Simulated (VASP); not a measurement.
# KRb2WF6 (Fm-3m) in VASP: density of states with PBE

Aim: the density of states of KRb2WF6 with PBE.

Everything below comes from runs of VASP 6.6.1. Logs are shortened: lines on timing, memory, paths and dates and some standing lists are left out, and cuts for length are marked.

**1. The cell of the first run**

The structure is cubic, space group Fm-3m (No. 225). The conventional cell has a = 8.992 Å, b = 8.992 Å, c = 8.992 Å, α = 90.00°, β = 90.00°, γ = 90.00°. Within 4.2 Å of Rb (site symmetry -43m) lie 12 F at 3.19 Å and 4 K at 3.89 Å and 4 W at 3.89 Å. Within 3.3 Å of K (site symmetry m-3m) lie 6 F at 2.52 Å. Within 2.6 Å of F (site symmetry 4mm) lie 1 W at 1.98 Å and 1 K at 2.52 Å. Within 2.6 Å of W (site symmetry m-3m) lie 6 F at 1.98 Å.

**2. Density of states, PBE**

Input file POSCAR:

```
KRb2WF6
1.0
    0.0000000000      4.4961050000      4.4961050000
    4.4961050000      0.0000000000      4.4961050000
    4.4961050000      4.4961050000      0.0000000000
Rb K F W
2 1 6 1
Direct
    0.2500000000      0.2500000000      0.2500000000
    0.7500000000      0.7500000000      0.7500000000
    0.5000000000      0.5000000000      0.5000000000
    0.7800000000      0.2200000000      0.2200000000
    0.2200000000      0.7800000000      0.2200000000
    0.2200000000      0.7800000000      0.7800000000
    0.7800000000      0.2200000000      0.7800000000
    0.2200000000      0.2200000000      0.7800000000
    0.7800000000      0.7800000000      0.2200000000
    0.0000000000      0.0000000000      0.0000000000
```

Input file INCAR.step1:

```
PREC     = Accurate       # precision mode
ENCUT    = 520            # plane-wave cutoff, eV
EDIFF    = 1E-6           # SCF threshold, eV
ISMEAR   = 1              # smearing method
SIGMA    = 0.0436         # smearing width, eV
LREAL    = False          # projectors in reciprocal space
LASPH    = True           # aspherical terms in the spheres
NELM     = 100            # most SCF steps
ALGO     = Normal         # electronic algorithm
ISIF     = 2              # what is computed and relaxed
LWAVE    = False          # write WAVECAR
LCHARG   = True           # write CHGCAR
LMAXMIX  = 4              # l up to which the mixer works
GGA      = PE             # functional
NBANDS   = 52             # bands
```

Input file KPOINTS.step1:

```
regular mesh
0
Gamma
  5 5 5
```

Input file INCAR.step2:

```
PREC     = Accurate       # precision mode
ENCUT    = 520            # plane-wave cutoff, eV
EDIFF    = 1E-6           # SCF threshold, eV
ISMEAR   = -5             # smearing method
SIGMA    = 0.0436         # smearing width, eV
LREAL    = False          # projectors in reciprocal space
LASPH    = True           # aspherical terms in the spheres
NELM     = 100            # most SCF steps
ALGO     = Normal         # electronic algorithm
ISIF     = 2              # what is computed and relaxed
LWAVE    = False          # write WAVECAR
LCHARG   = False          # write CHGCAR
LMAXMIX  = 4              # l up to which the mixer works
GGA      = PE             # functional
LORBIT   = 11             # projections on sites
NEDOS    = 2001           # points of the DOS
ICHARG   = 11             # starting density
```

Input file KPOINTS.step2:

```
regular mesh
0
Gamma
  8 8 8
```

Potentials or basis: VASP PAW PBE potentials, release 64 (Rb_sv, K_sv, F, W_sv).

Run with:

```sh
> cat potpaw_PBE.64/Rb_sv/POTCAR potpaw_PBE.64/K_sv/POTCAR potpaw_PBE.64/F/POTCAR potpaw_PBE.64/W_sv/POTCAR > POTCAR
> cp INCAR.step1 INCAR
> cp KPOINTS.step1 KPOINTS
> mpirun -np 1 vasp_std > vasp.out
> cp INCAR.step2 INCAR
> cp KPOINTS.step2 KPOINTS
> mpirun -np 1 vasp_std > vasp.out
```

OUTCAR:

```text
PREC = Accurate
   ENCUT = 520
   EDIFF = 1E-6
   ISMEAR = -5
   LREAL = False
   LASPH = True
   NELM = 100
   ISIF = 2
   GGA = PE
   LORBIT = 11
   ICHARG = 11

 ion  position               nearest neighbor table
   1  0.250  0.250  0.250-   4 3.19   7 3.19   9 3.19   5 3.19   6 3.19   9 3.19   6 3.19   7 3.19
                             8 3.19   4 3.19   5 3.19   8 3.19   3 3.89  10 3.89  10 3.89  10 3.89
   2  0.750  0.750  0.750-   6 3.19   7 3.19   9 3.19   4 3.19   5 3.19   9 3.19   4 3.19   7 3.19
                             8 3.19   5 3.19   6 3.19   8 3.19   3 3.89  10 3.89   3 3.89  10 3.89
   3  0.500  0.500  0.500-   4 2.52   5 2.52   6 2.52   7 2.52   8 2.52   9 2.52   1 3.89   1 3.89
                             1 3.89   2 3.89   1 3.89   2 3.89   2 3.89   2 3.89
   4  0.780  0.220  0.220-  10 1.98   3 2.52   1 3.19   2 3.19   2 3.19   1 3.19
   5  0.220  0.780  0.220-  10 1.98   3 2.52   1 3.19   2 3.19   2 3.19   1 3.19
   6  0.220  0.780  0.780-  10 1.98   3 2.52   2 3.19   2 3.19   1 3.19   1 3.19
   7  0.780  0.220  0.780-  10 1.98   3 2.52   2 3.19   2 3.19   1 3.19   1 3.19
   8  0.220  0.220  0.780-  10 1.98   3 2.52   1 3.19   2 3.19   2 3.19   1 3.19
   9  0.780  0.780  0.220-  10 1.98   3 2.52   2 3.19   2 3.19   1 3.19   1 3.19
  10  0.000  0.000  0.000-   4 1.98   5 1.98   6 1.98   7 1.98   8 1.98   9 1.98   2 3.89   2 3.89
                             1 3.89   2 3.89   2 3.89   1 3.89   1 3.89   1 3.89

  LATTYP: Found a face centered cubic cell.
 ALAT       =     8.9922100000

  Lattice vectors:

 A1 = (   0.0000000000,   4.4961050000,   4.4961050000)
 A2 = (   4.4961050000,   0.0000000000,   4.4961050000)
 A3 = (   4.4961050000,   4.4961050000,   0.0000000000)

Analysis of symmetry for initial positions (statically):
=====================================================================
 Subroutine PRICEL returns:
 Original cell was already a primitive cell.

 Routine SETGRP: Setting up the symmetry group for a
 face centered cubic supercell.

 Subroutine GETGRP returns: Found 48 space group operations
 (whereof 48 operations were pure point group operations)
 out of a pool of 48 trial point group operations.

The static configuration has the point symmetry O_h .

Analysis of symmetry for dynamics (positions and initial velocities):
=====================================================================
 Subroutine PRICEL returns:
 Original cell was already a primitive cell.

 Routine SETGRP: Setting up the symmetry group for a
 face centered cubic supercell.

[... 139 lines left out ...]
   IALGO  =     38    algorithm
   IMIX   =      4    mixing-type and parameters
     AMIX     =   0.40;   BMIX     =  1.00
     AMIX_MAG =   1.60;   BMIX_MAG =  1.00
  volume/ion in A,a.u.               =      18.18       122.67
  Fermi-wavevector in a.u.,A,eV,Ry     =   1.260630  2.382246 21.622227  1.589189
  Thomas-Fermi vector in A             =   2.394130
   LORBIT       =     11    0 simple, 1 ext, 2 COOP (PROOUT), +10 PAW based schemes
   GGA     = PE    functional components
   LHFCALC =     F    Hartree Fock is set to
   AEXX    =    0.0000 exact exchange contribution
   IVDW    =     0    specifies the selected vdW correction
   LEPSILON=     F    determine dielectric tensor
   LRPA    =     F    only Hartree local field effects (RPA)
 non-spin polarized calculation
 Fermi weights with tetrahedron method with Bloechl corrections
  energy-cutoff  :      520.00
  volume of cell :      181.78
 maximum number of plane-waves:      4916

 number of electron      83.0000056 magnetization

 Free energy of the ion-electron system (eV)
  ---------------------------------------------------
  ext. energy  EPLUGINS =         0.00000000
  ---------------------------------------------------
  free energy    TOTEN  =       -49.53655904 eV

  energy without entropy =      -49.53655904  energy(sigma->0) =      -49.53655904

 E-fermi :   4.5691     XC(G=0):  -8.8082

 val. band max:        4.5743077344   @ k =  -0.3750   0.2500   0.1250
 cond. band min:       4.5683779423   @ k =   0.3750   0.1250   0.0000
 fundamental gap:     -0.0059297921
 Fermi energy:         4.5690748297

 k-point     1 :       0.0000    0.0000    0.0000
  band No.  band energies     occupation
      1     -71.0116      2.00000
      2     -35.5032      2.00000
      3     -35.5032      2.00000
      4     -35.5032      2.00000
      5     -27.4956      2.00000
      6     -25.1916      2.00000
[... 1237 lines left out ...]
     48       7.8354      0.00000
     49       7.9849      0.00000

 [... further k-points ...]
[... 5 lines left out ...]
  --------------------------------------------------------------------------------------
  -------------------------------------------------------------------------------------
  Total        9.1174814      9.1174814      9.1174814     -0.0000000     -0.0000000      0.0000000
  in kB       80.3611491     80.3611491     80.3611491     -0.0000000     -0.0000000      0.0000000
  external PRESSURE =      80.3611491 kB  Pullay stress =       0.0000000 kB

 VOLUME and BASIS-vectors are now :
 -----------------------------------------------------------------------------
  energy-cutoff  :      520.00
  volume of cell :      181.78
      direct lattice vectors                 reciprocal lattice vectors
     0.000000000  4.496105000  4.496105000    -0.111207367  0.111207367  0.111207367
     4.496105000  0.000000000  4.496105000     0.111207367 -0.111207367  0.111207367
     4.496105000  4.496105000  0.000000000     0.111207367  0.111207367 -0.111207367

 POSITION                                       TOTAL-FORCE (eV/Angst)
 -----------------------------------------------------------------------------------
      2.24805      2.24805      2.24805        -0.000000      0.000000     -0.000000
      6.74416      6.74416      6.74416        -0.000000     -0.000000     -0.000000
      4.49611      4.49611      4.49611        -0.000000      0.000000     -0.000000
      1.97829      4.49611      4.49611         1.767577      0.000000     -0.000000
      4.49611      1.97829      4.49611        -0.000000      1.767577     -0.000000
      7.01392      4.49611      4.49611        -1.767577      0.000000     -0.000000
      4.49611      7.01392      4.49611        -0.000000     -1.767577     -0.000000
      4.49611      4.49611      1.97829        -0.000000      0.000000      1.767577
      4.49611      4.49611      7.01392        -0.000000      0.000000     -1.767577
      0.00000      0.00000      0.00000        -0.000000      0.000000     -0.000000
 -----------------------------------------------------------------------------------
    total drift:                                0.000000      0.000000      0.000000

  FREE ENERGIE OF THE ION-ELECTRON SYSTEM (eV)
  ---------------------------------------------------
  free  energy   TOTEN  =       -49.5365590384 eV

  energy  without entropy=      -49.5365590384  energy(sigma->0) =      -49.53655904

 total charge

# of ion       s       p       d       tot
------------------------------------------
    1        1.936   5.351   0.017   7.304
    2        1.936   5.351   0.017   7.304
    3        1.960   5.605   0.046   7.611
    4        1.736   4.372   0.000   6.107
    5        1.736   4.372   0.000   6.107
    6        1.736   4.372   0.000   6.107
    7        1.736   4.372   0.000   6.107
    8        1.736   4.372   0.000   6.107
    9        1.736   4.372   0.000   6.107
   10        2.256   6.306   3.494  12.055
--------------------------------------------------
tot         18.503  48.842   3.573  70.918
```

OSZICAR.step1:

```text
N       E                     dE             d eps       ncg     rms          rms(c)
DAV:   1     0.747832815600E+03    0.74783E+03   -0.43693E+04  1040   0.154E+03
DAV:   2     0.123868877939E+01   -0.74659E+03   -0.73034E+03  1260   0.418E+02
DAV:   3    -0.525014489344E+02   -0.53740E+02   -0.53464E+02  1356   0.111E+02
DAV:   4    -0.551046475289E+02   -0.26032E+01   -0.25859E+01  1680   0.174E+01
DAV:   5    -0.551704529597E+02   -0.65805E-01   -0.65774E-01  1424   0.237E+00    0.332E+01
DAV:   6    -0.498019563147E+02    0.53685E+01   -0.30076E+01  1260   0.276E+01    0.160E+01
DAV:   7    -0.495865266114E+02    0.21543E+00   -0.26215E+00  1276   0.772E+00    0.109E+01
DAV:   8    -0.495284519439E+02    0.58075E-01   -0.24793E-01  1424   0.282E+00    0.410E-01
DAV:   9    -0.495320116649E+02   -0.35597E-02   -0.21542E-02  1440   0.669E-01    0.328E-01
DAV:  10    -0.495385924640E+02   -0.65808E-02   -0.11439E-02  1384   0.535E-01    0.497E-01
DAV:  11    -0.495337168542E+02    0.48756E-02   -0.61091E-03  1288   0.381E-01    0.130E-01
DAV:  12    -0.495335678886E+02    0.14897E-03   -0.55692E-04  1328   0.992E-02    0.518E-02
DAV:  13    -0.495335698605E+02   -0.19719E-05   -0.15176E-04  1356   0.614E-02    0.316E-02
DAV:  14    -0.495335578249E+02    0.12036E-04   -0.45318E-05  1432   0.298E-02    0.559E-03
DAV:  15    -0.495335597492E+02   -0.19243E-05   -0.50746E-06  1120   0.101E-02    0.876E-03
DAV:  16    -0.495335581891E+02    0.15600E-05   -0.20078E-06   952   0.677E-03    0.106E-03
DAV:  17    -0.495335582518E+02   -0.62706E-07   -0.28905E-07   664   0.235E-03
   1 F= -.49533558E+02 E0= -.49531839E+02  d E =-.515908E-02
```

Run time: 4.7 min. Hardware: 1 thread of Intel Xeon Platinum 8488C (Sapphire Rapids), shared host; peak memory 0.45 GiB.

What came out:

| Quantity | Value |
| --- | --- |
| Valence electrons inside the program's atomic spheres | Rb 7.30; K 7.61; F 6.11; W 12.05 |

Caveat: spin-orbit coupling is left out, which moves the levels of the heavy elements; an odd number of electrons without spin polarisation forces a metal; a magnetic or distorted state may lie lower; tetrahedron occupations give inexact forces and stress in metals.
